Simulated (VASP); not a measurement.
Set up this calculation in VASP 6.6.1, as the native input.

| Quantity | Value |
| --- | --- |
| Task | relaxation of cell and atoms |
| Functional | PBE |
| Potentials or basis | VASP PAW PBE potentials, release 64 (Ni, Al) |
| Cutoff | 600 eV |
| k mesh | 13 × 13 × 13 |
| Occupations | fermi-dirac, width 0.08 eV |
| Spin | no spin polarisation |
| Target pressure | 46 GPa |
| Dipole correction | no |
| Further INCAR settings | ALGO = Normal; EDIFF = 1e-06; IBRION = 2; EDIFFG = -0.005; NSW = 60; ISIF = 3 |

The structure of AlNi (zincblende type) lies in POSCAR:

```
AlNi
1.0
    0.0000000000      2.3206177538      2.3206177538
    2.3206177538      0.0000000000      2.3206177538
    2.3206177538      2.3206177538      0.0000000000
Ni Al
1 1
Direct
    0.0000000000      0.0000000000      0.0000000000
    0.2500000000      0.2500000000      0.2500000000
```

One way to write it, as run:

INCAR

```
ALGO     = Normal         # electronic algorithm
EDIFF    = 1E-6           # SCF threshold, eV
EDIFFG   = -0.005         # ionic threshold
ENCUT    = 600            # plane-wave cutoff, eV
GGA      = PE             # functional
IBRION   = 2              # ionic algorithm
ISIF     = 3              # what is computed and relaxed
ISMEAR   = -1             # smearing method
LASPH    = True           # aspherical terms in the spheres
LCHARG   = False          # write CHGCAR
LREAL    = False          # projectors in reciprocal space
LWAVE    = False          # write WAVECAR
NELM     = 80             # most SCF steps
NSW      = 60             # ionic steps
PREC     = Accurate       # precision mode
PSTRESS  = 460.0        
SIGMA    = 0.08           # smearing width, eV
```

KPOINTS

```
k-points
0
Gamma
  13 13 13
```

Potentials or basis: VASP PAW PBE potentials, release 64 (Ni, Al).

The run is started by

```console
$ cat potpaw_PBE.64/Ni/POTCAR potpaw_PBE.64/Al/POTCAR > POTCAR
$ mpirun -np 1 vasp_std > vasp.out
```

Results of the run:

```
Relaxed volume                                             : 13.60 Å³/atom
Relaxed cell                                               : a = 3.376 Å, b = 3.376 Å, c = 3.376 Å, α = 60.00°, β = 60.00°, γ = 60.00°
Space group after relaxing (to 0.1 Å)                      : F-43m (No. 216)
Energy change on relaxing (the run minimises the enthalpy) : -387.8 meV/atom
Ionic steps                                                : 11
Pressure after relaxing                                    : 45.9 GPa
Band gap on the k mesh                                     : zero (an odd number of electrons rules out a gap without spin polarisation)
```

Caveat: the cell is relaxed towards a set pressure, so the run minimises the enthalpy, not the energy.

Wall time 4.4 min on 1 thread of Intel Xeon 8259CL (shared host), peak memory 0.19 GiB.
